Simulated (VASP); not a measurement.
# W (Im-3m) in VASP: single point with PBEsol

Aim: the single point of W with PBEsol.

All numbers are computed with VASP 6.6.1; they aren't measurements. Logs are shortened: lines on timing, memory, paths and dates and some standing lists are left out, and cuts for length are marked.

**1. The cell of the first run**

Symmetry: Im-3m, No. 229, cubic system. The conventional cell has a = 3.155 Å, b = 3.155 Å, c = 3.155 Å, α = 90.00°, β = 90.00°, γ = 90.00°. W (site symmetry m-3m) has 14 W at 2.73 to 3.15 Å within 3.6 Å.

**2. Single point, PBEsol**

INCAR

```
ALGO = Normal
EDIFF = 1E-6
ENCUT = 500
GGA = PS
GGA_COMPAT = F
ISIF = 2
ISMEAR = 0
LASPH = T
LCHARG = T
LELF = T
LREAL = F
LVHAR = T
LWAVE = F
NBANDS = 13
NELM = 120
PREC = Accurate
SIGMA = 0.1
```

KPOINTS

```
k-points
0
Gamma
  6 6 6
```

POSCAR

```
W
1.0
   -1.5772668767      1.5772668767      1.5772668767
    1.5772668767     -1.5772668767      1.5772668767
    1.5772668767      1.5772668767     -1.5772668767
W
1
Direct
    0.0000000000      0.0000000000      0.0000000000
```

Potentials or basis: VASP PAW PBE potentials, release 64 (W_sv).

On the command line:

```console
> cat potpaw_PBE.64/W_sv/POTCAR > POTCAR
> mpirun -np 1 vasp_std > vasp.out
```

OUTCAR:

```text
EDIFF = 1E-6
   ENCUT = 500
   GGA = PS
   ISIF = 2
   ISMEAR = 0
   LASPH = T
   LREAL = F
   NELM = 120
   PREC = Accurate

 ion  position               nearest neighbor table
   1  0.000  0.000  0.000-

  LATTYP: Found a body centered cubic cell.
 ALAT       =     3.1545337534

  Lattice vectors:

 A1 = (  -1.5772668767,   1.5772668767,   1.5772668767)
 A2 = (   1.5772668767,  -1.5772668767,   1.5772668767)
 A3 = (   1.5772668767,   1.5772668767,  -1.5772668767)

Analysis of symmetry for initial positions (statically):
=====================================================================
 Subroutine PRICEL returns:
 Original cell was already a primitive cell.

 Routine SETGRP: Setting up the symmetry group for a
 body centered cubic supercell.

 Subroutine GETGRP returns: Found 48 space group operations
 (whereof 48 operations were pure point group operations)
 out of a pool of 48 trial point group operations.

The static configuration has the point symmetry O_h .

Analysis of symmetry for dynamics (positions and initial velocities):
=====================================================================
 Subroutine PRICEL returns:
 Original cell was already a primitive cell.

 Routine SETGRP: Setting up the symmetry group for a
 body centered cubic supercell.

 Subroutine GETGRP returns: Found 48 space group operations
 (whereof 48 operations were pure point group operations)
 out of a pool of 48 trial point group operations.

The dynamic configuration has the point symmetry O_h .

 Subroutine INISYM returns: Found 48 space group operations
 (whereof 48 operations are pure point group operations),
 and found     1 'primitive' translations

----------------------------------------------------------------------------------------

                                     Primitive cell

  volume of cell :      15.6955

  direct lattice vectors                    reciprocal lattice vectors
    -1.577266877  1.577266877  1.577266877     0.000000000  0.317004058  0.317004058
     1.577266877 -1.577266877  1.577266877     0.317004058  0.000000000  0.317004058
     1.577266877  1.577266877 -1.577266877     0.317004058  0.317004058  0.000000000

  length of vectors
     2.731906368  2.731906368  2.731906368     0.448311438  0.448311438  0.448311438

  position of ions in fractional coordinates (direct lattice)
     0.000000000  0.000000000  0.000000000

  ion indices of the primitive-cell ions
   primitive index   ion index
                 1           1

----------------------------------------------------------------------------------------

[... 71 lines left out ...]
   NELECT =      14.0000    total number of electrons
   NUPDOWN=      -1.0000    fix difference up-down
   EMIN   =  10.00;   EMAX   =-10.00  energy-range for DOS
   EFERMI =   0.00;   METHOD = LEGACY
   ISMEAR =     0;   SIGMA  =   0.10  broadening in eV -4-tet -1-fermi 0-gaus
   EFERMI_NEDOS =   21; number of points for ismear=-14 and -15
   IALGO  =     38    algorithm
   IMIX   =      4    mixing-type and parameters
     AMIX     =   0.40;   BMIX     =  1.00
     AMIX_MAG =   1.60;   BMIX_MAG =  1.00
  volume/ion in A,a.u.               =      15.70       105.92
  Fermi-wavevector in a.u.,A,eV,Ry     =   1.575889  2.977999 33.789070  2.483427
  Thomas-Fermi vector in A             =   2.676805
   LORBIT       =      0    0 simple, 1 ext, 2 COOP (PROOUT), +10 PAW based schemes
   GGA     = PS    functional components
   LHFCALC =     F    Hartree Fock is set to
   AEXX    =    0.0000 exact exchange contribution
   IVDW    =     0    specifies the selected vdW correction
   LEPSILON=     F    determine dielectric tensor
   LRPA    =     F    only Hartree local field effects (RPA)
 non-spin polarized calculation
 Gauss-broadening in eV      SIGMA  =   0.10
  energy-cutoff  :      500.00
  volume of cell :       15.70
 maximum number of plane-waves:       418
   NGX =  9   NGY =  9   NGZ =  9

 number of electron      14.0000005 magnetization

 Free energy of the ion-electron system (eV)
  ---------------------------------------------------
  ext. energy  EPLUGINS =         0.00000000
  ---------------------------------------------------
  free energy    TOTEN  =       -13.85686128 eV

  energy without entropy =      -13.85561702  energy(sigma->0) =      -13.85623915

 E-fermi :  11.6129     XC(G=0): -13.8106

 val. band max:       11.4824380321   @ k =   0.1667   0.0000   0.0000
 cond. band min:      11.7492924728   @ k =   0.5000   0.5000   0.1667
 fundamental gap:      0.2668544407
 Fermi energy:        11.6129045586

 k-point     1 :       0.0000    0.0000    0.0000
  band No.  band energies     occupation
      1     -62.6658      2.00000
      2     -26.2129      2.00000
      3     -26.2129      2.00000
      4     -26.2129      2.00000
      5       1.7068      2.00000
      6      10.1903      2.00000
      7      10.1903      2.00000
      8      10.1903      2.00000
      9      13.6973      0.00000
     10      13.6973      0.00000
     11      25.9768      0.00000
     12      25.9768      0.00000
     13      25.9768      0.00000
[... 226 lines left out ...]
  band No.  band energies     occupation
      1     -62.4201      2.00000
      2     -27.1494      2.00000
      3     -27.1494      2.00000
      4     -27.1494      2.00000
      5       5.4909      2.00000
      6       5.4909      2.00000
      7      16.7012      0.00000
      8      16.7012      0.00000
      9      16.7012      0.00000
     10      19.7543      0.00000
     11      19.7543      0.00000
     12      19.7543      0.00000
     13      27.7415      0.00000

------------------------ aborting loop because EDIFF is reached ----------------------------------------

  FORCE on cell =-STRESS in cart. coord.  units (eV):
  Direction    XX          YY          ZZ          XY          YZ          ZX
  --------------------------------------------------------------------------------------
  -------------------------------------------------------------------------------------
  Total       -0.1386105     -0.1386105     -0.1386105      0.0000000     -0.0000000     -0.0000000
  in kB      -14.1491806    -14.1491806    -14.1491806      0.0000000     -0.0000000     -0.0000000
  external PRESSURE =     -14.1491806 kB  Pullay stress =       0.0000000 kB

 VOLUME and BASIS-vectors are now :
 -----------------------------------------------------------------------------
  energy-cutoff  :      500.00
  volume of cell :       15.70
      direct lattice vectors                 reciprocal lattice vectors
    -1.577266877  1.577266877  1.577266877     0.000000000  0.317004058  0.317004058
     1.577266877 -1.577266877  1.577266877     0.317004058  0.000000000  0.317004058
     1.577266877  1.577266877 -1.577266877     0.317004058  0.317004058  0.000000000

 POSITION                                       TOTAL-FORCE (eV/Angst)
 -----------------------------------------------------------------------------------
      0.00000      0.00000      0.00000         0.000000     -0.000000      0.000000
 -----------------------------------------------------------------------------------
    total drift:                                0.000000      0.000000      0.000000

  FREE ENERGIE OF THE ION-ELECTRON SYSTEM (eV)
  ---------------------------------------------------
  free  energy   TOTEN  =       -13.8568612786 eV

  energy  without entropy=      -13.8556170187  energy(sigma->0) =      -13.85623915
```

Run time: 3.7 s. Hardware: 1 thread of Intel Xeon Platinum 8259CL at 2.50GHz (Skylake/Cascade Lake), shared host; peak memory 0.12 GiB.

Results:

| Item | Value |
| --- | --- |
| Free energy | -13.8569 eV |
| Pressure | -1.4 GPa |
| Band gap on the k mesh | zero (band 7 reaches 16.70 eV, above the bottom of band 8 at 10.19 eV) |

Caveat: the k points lie up to 0.47 Å⁻¹ apart; the PAW data sets were made with another functional, which shifts forces and pressure a little; spin-orbit coupling is left out, which moves the levels of the heavy elements.
